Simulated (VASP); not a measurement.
A run of VASP 6.6.1:

Contents of INCAR:

```
  PREC = Accurate
  ENCUT = 520
  EDIFF = 1E-6
  ISMEAR = 0
  SIGMA = 0.05
  LREAL = False
  LASPH = True
  NELM = 80
  ALGO = Normal
  ISIF = 2
  LWAVE = False
  LCHARG = True
  GGA = PE
  LELF = True
  LVHAR = True
  NBANDS = 14
```

The input KPOINTS:

```
Automatic mesh
0
Gamma
  10 11 11
```

Contents of POSCAR:

```
Rh
1.0
   -0.0393340000      1.8830950000      1.9624630000
    1.9019270000      0.0328110000      1.8903180000
    1.9246520000      1.8336750000      0.0100860000
Rh
1
Direct
    0.0047670000      0.0035010000     -0.0058200000
```

Potentials or basis: VASP PAW PBE potentials, release 64 (Rh_pv).

Launch:

```sh
$ cat potpaw_PBE.64/Rh_pv/POTCAR > POTCAR
$ mpirun -np 1 vasp_std > vasp.out
```

Hardware: 1 thread of Intel(R) Xeon(R) 6975P-C (Granite Rapids), with other jobs on the host.

Q: How long does it take, and how much memory?

A: Run time: 33 s on 1 thread of Intel(R) Xeon(R) 6975P-C (Granite Rapids) (shared host), peak memory 0.21 GiB. Counts: scf iterations 12, k points 606.
